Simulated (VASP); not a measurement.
# Pd in VASP: a series of runs, part 2 of 2

VASP 6.6.1.

## (3) Single point, PBE+D3(BJ)

This run uses another cell than the first one.

File INCAR:

```
PREC     = Accurate       # precision mode
ENCUT    = 520            # plane-wave cutoff, eV
EDIFF    = 1E-6           # SCF threshold, eV
ISMEAR   = 0              # smearing method
SIGMA    = 0.1            # smearing width, eV
LREAL    = False          # projectors in reciprocal space
LASPH    = True           # aspherical terms in the spheres
NELM     = 100            # most SCF steps
ALGO     = Normal         # electronic algorithm
ISIF     = 2              # what is computed and relaxed
LWAVE    = False          # write WAVECAR
LCHARG   = False          # write CHGCAR
LDIPOL   = True         
IDIPOL   = 3            
DIPOL    = 0.5 0.5 0.453
GGA      = PE             # functional
IVDW     = 12             # dispersion correction
NBANDS   = 72             # bands
```

File KPOINTS:

```
regular mesh
0
Gamma
  4 4 1
```

File POSCAR:

```
Pd
1.0
    5.5001966168      0.0000000000      0.0000000000
   -2.7500983084      4.7633099959      0.0000000000
    0.0000000000      0.0000000000     22.7178917320
Pd
12
Direct
    0.3333333333      0.1666666667      0.3521453528
    0.3333333333      0.6666666667      0.3521453528
    0.8333333333      0.1666666667      0.3521453528
    0.8333333333      0.6666666667      0.3521453528
    0.6650054443      0.3327862502      0.4526053570
    0.6647979864      0.8327247895      0.4527620315
    0.1647671970      0.3328867116      0.4526778514
    0.1647009570      0.8329595253      0.4527246149
   -0.0036315131      0.4997779527      0.5531402032
   -0.0039429155     -0.0000655401      0.5534086996
    0.4960911468      0.4995696687      0.5529383849
    0.4967180113      0.0017278029      0.5535410673
```

Potentials or basis: VASP PAW PBE potentials, release 64 (Pd).

Command:

```bash
> cat potpaw_PBE.64/Pd/POTCAR > POTCAR
> mpirun -np 1 vasp_std > vasp.out
```

Run time: 14 min. Hardware: 1 thread of Intel Xeon 6975P-C (Granite Rapids), shared host; peak memory 0.79 GiB.

Results (log left out):

```
Free energy                : -63.4812 eV
Largest force              : 0.083 eV/Å
Band gap on the k mesh     : zero (bands 60 and 61 overlap by 0.45 eV)
Dispersion energy per atom : -0.444 eV
```

Forces on the atoms (eV/Å):
```
Pd  -0.004 -0.005  0.014
Pd  -0.002  0.001  0.015
Pd  -0.001 -0.007  0.017
Pd  -0.004  0.001  0.007
Pd  -0.008 -0.003  0.002
Pd  -0.016  0.019  0.001
Pd  -0.001 -0.004 -0.009
Pd   0.013  0.009  0.013
Pd   0.007  0.028 -0.006
Pd   0.004 -0.008 -0.025
Pd  -0.007  0.037  0.011
Pd   0.020 -0.069 -0.040
```

Levels at points of the mesh, in eV from the Fermi level:
| k point | band 59 | band 60 | band 61 | band 62 | band 63 | band 64 | band 65 | band 66 |
| --- | --- | --- | --- | --- | --- | --- | --- | --- |
| (0.00, 0.00, 0.00) | 0.34 | 0.34 | 0.37 | 0.37 | 0.37 | 1.50 | 2.18 | 2.19 |
| (0.50, 0.00, 0.00) | -0.10 | -0.10 | -0.05 | -0.05 | 0.17 | 0.17 | 2.37 | 2.37 |
| (0.00, 0.50, 0.00) | -0.10 | -0.10 | -0.05 | -0.04 | 0.16 | 0.16 | 2.37 | 2.38 |
| (0.50, 0.50, 0.00) | -0.10 | -0.10 | -0.04 | -0.04 | 0.16 | 0.16 | 2.37 | 2.37 |

## (4) Relaxation of the atoms, PBE+D3(BJ)

File INCAR:

```
SYSTEM = Pd
PREC = Accurate ; ENCUT = 520
EDIFF = 1E-6 ; ISMEAR = 0
SIGMA = 0.1 ; LREAL = .False.
LASPH = .True. ; NELM = 80
ALGO = Fast ; ISIF = 2
LWAVE = .False. ; LCHARG = .False.
LDIPOL = .True. ; IDIPOL = 3
DIPOL = 0.5 0.5 0.500 ; GGA = PE
IVDW = 12 ; IBRION = 2
NSW = 90 ; EDIFFG = -0.03
```

File KPOINTS:

```
Automatic mesh
0
Gamma
  4 4 1
  0 0 0
```

File POSCAR:

```
Pd
1.0
    5.5001966168      0.0000000000      0.0000000000
   -2.7500983084      4.7633099959      0.0000000000
    0.0000000000      0.0000000000     20.4908917320
Pd
12
Selective dynamics
Direct
    0.3333333333      0.1666666667      0.3904173671  F F F
    0.3333333333      0.6666666667      0.3904173671  F F F
    0.8333333333      0.1666666667      0.3904173671  F F F
    0.8333333333      0.6666666667      0.3904173671  F F F
    0.6666666667      0.3333333333      0.5000000000  T T T
    0.6666666667      0.8333333333      0.5000000000  T T T
    0.1666666667      0.3333333333      0.5000000000  T T T
    0.1666666667      0.8333333333      0.5000000000  T T T
    0.0000000000      0.5000000000      0.6095826329  T T T
    0.0000000000      0.0000000000      0.6095826329  T T T
    0.5000000000      0.5000000000      0.6095826329  T T T
    0.5000000000      0.0000000000      0.6095826329  T T T
```

Potentials or basis: VASP PAW PBE potentials, release 64 (Pd).

Command:

```bash
> cat potpaw_PBE.64/Pd/POTCAR > POTCAR
> mpirun -np 1 vasp_std > vasp.out
```

OUTCAR:

```text
SYSTEM = Pd
   PREC = Accurate
   ENCUT = 520
   EDIFF = 1E-6
   ISMEAR = 0
   LREAL = .False.
   LASPH = .True.
   NELM = 80
   ISIF = 2
   GGA = PE
   IVDW = 12
   IBRION = 2
   NSW = 90
   EDIFFG = -0.03
 IVDW          = 12

 ion  position               nearest neighbor table
   1  0.333  0.167  0.390-   2 2.75   4 2.75   2 2.75   4 2.75   7 2.75   3 2.75   3 2.75   8 2.75
                             5 2.75
   2  0.333  0.667  0.390-   1 2.75   3 2.75   1 2.75   3 2.75   8 2.75   4 2.75   4 2.75   7 2.75
                             6 2.75
   3  0.833  0.167  0.390-   2 2.75   4 2.75   4 2.75   2 2.75   5 2.75   1 2.75   1 2.75   6 2.75
                             7 2.75
   4  0.833  0.667  0.390-   1 2.75   3 2.75   3 2.75   1 2.75   6 2.75   2 2.75   2 2.75   5 2.75
[... 548 lines left out ...]

 E-fermi :  -0.3693     XC(G=0):  -5.1943

 val. band max:       -0.4147161391   @ k =   0.5000  -0.0000   0.0000
 cond. band min:      -0.3316439507   @ k =   0.2500  -0.0000   0.0000
 fundamental gap:      0.0830721884
 Fermi energy:        -0.3693207075

 k-point     1 :       0.0000    0.0000    0.0000
  band No.  band energies     occupation
      1      -6.6414      2.00000
      2      -5.3277      2.00000
      3      -5.2781      2.00000
      4      -5.2517      2.00000
      5      -5.2517      2.00000
      6      -5.2517      2.00000
[... 289 lines left out ...]
     71       4.9764      0.00000
     72       5.4382      0.00000

------------------------ aborting loop because EDIFF is reached ----------------------------------------

 vacuum level on the upper side and lower side of the slab       (xc-potential included)        -0.008        -0.009

 Edisp (eV)   -5.33554

 E8    (eV) :    -2.4659

  FORCE on cell =-STRESS in cart. coord.  units (eV):
  Direction    XX          YY          ZZ          XY          YZ          ZX
  --------------------------------------------------------------------------------------
  -------------------------------------------------------------------------------------
  Total      -8.97435    -8.97435    -0.30160     0.00000     0.00000     0.00000
  in kB     -26.78341   -26.78341    -0.90011     0.00000     0.00000     0.00000
  external pressure =      -18.16 kB  Pullay stress =        0.00 kB
[... 27 lines left out ...]
  FREE ENERGIE OF THE ION-ELECTRON SYSTEM (eV)
  ---------------------------------------------------
  free  energy   TOTEN  =       -63.4844182689 eV

  energy  without entropy=      -63.3409630439  energy(sigma->0) =      -63.41269066

 reached required accuracy - stopping structural energy minimisation

 vacuum level on the upper side and lower side of the slab         4.978         4.978
```

It took 36 min on 1 thread of Oxide Virtual Turin-like, shared host; peak memory 0.66 GiB.

Results:

```
Free energy                : -63.4844 eV
Energy gained by relaxing  : 2.2 meV/atom
Ionic steps                : 7
Band gap on the k mesh     : zero (bands 60 and 61 overlap by 0.44 eV)
Dispersion energy per atom : -0.445 eV
```

The path:
```tsv
step	energy change (eV)	largest force on free atoms (eV/Å)	pressure (GPa)
1	0.0000	0.1865	-1.13
2	-0.0058	0.1346	-1.21
3	-0.0125	0.2032	-1.46
4	-0.0168	0.1690	-1.52
5	-0.0247	0.0751	-1.70
6	-0.0200	0.0963	-2.04
7	-0.0260	0.0174	-1.82
```

Final structure:
```
CELL_PARAMETERS angstrom
5.50020 0.00000 0.00000
-2.75010 4.76331 0.00000
0.00000 0.00000 20.49089
ATOMIC_POSITIONS crystal
Pd 0.33333 0.16667 0.39042
Pd 0.33333 0.66667 0.39042
Pd 0.83333 0.16667 0.39042
Pd 0.83333 0.66667 0.39042
Pd 0.66667 0.33333 0.50176
Pd 0.66667 0.83333 0.50176
Pd 0.16667 0.33333 0.50176
Pd 0.16667 0.83333 0.50176
Pd 0.00000 0.50000 0.61326
Pd 0.00000 0.00000 0.61326
Pd 0.50000 0.50000 0.61326
Pd 0.50000 0.00000 0.61326
```

## (5) Overview

| task | cell | atoms held fixed (from 0) | gap on the mesh (eV) | largest force (eV/Å) |
| --- | --- | --- | --- | --- |
| single point | a = 5.500, b = 5.500, c = 20.491 Å, angles 90.0, 90.0, 120.0°, 12 atoms, atomic positions A | - | none | 0.01 |
| single point | a = 5.500, b = 5.500, c = 22.718 Å, angles 90.0, 90.0, 120.0°, 12 atoms, atomic positions B | - | none | 0.08 |
| relaxation of the atoms | atoms relaxed from a = 5.500, b = 5.500, c = 20.491 Å, angles 90.0, 90.0, 120.0°, 12 atoms, atomic positions C | [0, 1, 2, 3] | none | - |

Alike in all rows: level PBE+D3(BJ); potentials or basis VASP PAW PBE potentials, release 64 (Pd); no spin polarisation; k mesh 4 × 4 × 1; cutoff (eV) 520; smearing gaussian 0.1 eV.

Total energies depend on the potentials used, so only differences within one code and one set of settings carry meaning.
